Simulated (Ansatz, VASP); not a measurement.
One calculation of Pb, two programs

The input INCAR:

```
  PREC = Accurate
  ENCUT = 520
  EDIFF = 1E-7
  ISMEAR = 0
  SIGMA = 0.028000000000000004
  LREAL = False
  LASPH = True
  NELM = 100
  ALGO = Fast
  ISIF = 2
  LWAVE = False
  LCHARG = False
  GGA = PE
  NBANDS = 13
```

KPOINTS

```
Automatic mesh
0
Gamma
  9 9 9
```

Contents of POSCAR:

```
Pb
1.0
    0.0000000000      2.4750200000      2.4750200000
    2.4750200000      0.0000000000      2.4750200000
    2.4750200000      2.4750200000      0.0000000000
Pb
1
Direct
    0.0000000000      0.0000000000      0.0000000000
```

The input input.yaml:

```yaml
crystal:
  lattice:
    - [0.0, 2.47502, 2.47502]
    - [2.47502, 0.0, 2.47502]
    - [2.47502, 2.47502, 0.0]
  atoms:
    - { symbol: Pb, position: [0.0, 0.0, 0.0] }
kpoints:
  mp_grid: { grid: [9, 9, 9] }
scf:
  occupations: { method: gaussian, width: 0.028 }
hamiltonian:
  xc: pbe
  pseudopotentials: { kind: all_electron, lapw: { basis_error: 0.001 } }
output:
  forces: true
  stress: true
  eigenvalues: true
```

Alike in both runs: task single point; functional PBE; k mesh 9 × 9 × 9; occupations gaussian, width 0.028 eV; no spin polarisation.

|  | VASP | Ansatz |
| --- | --- | --- |
| version | VASP 6.6.1 | Ansatz 0.2.0 |
| potentials or method | VASP PAW PBE potentials, release 64 (Pb_d), cutoff 520 eV | all-electron LAPW, scalar-relativistic |

Ansatz gave:

| Quantity | Value |
| --- | --- |
| gap on the k mesh at the Fermi level (eV) | none |
| pressure (GPa) | 2.3 |

Problem. Estimate VASP's values.

Solution. gap on the k mesh at the Fermi level (eV): none; pressure (GPa): 2.2.

A gap of «none» marks a metal or a gap that the smearing closes. Ansatz ran all-electron here, and VASP with PAW potentials.

Spin-orbit coupling is off throughout.
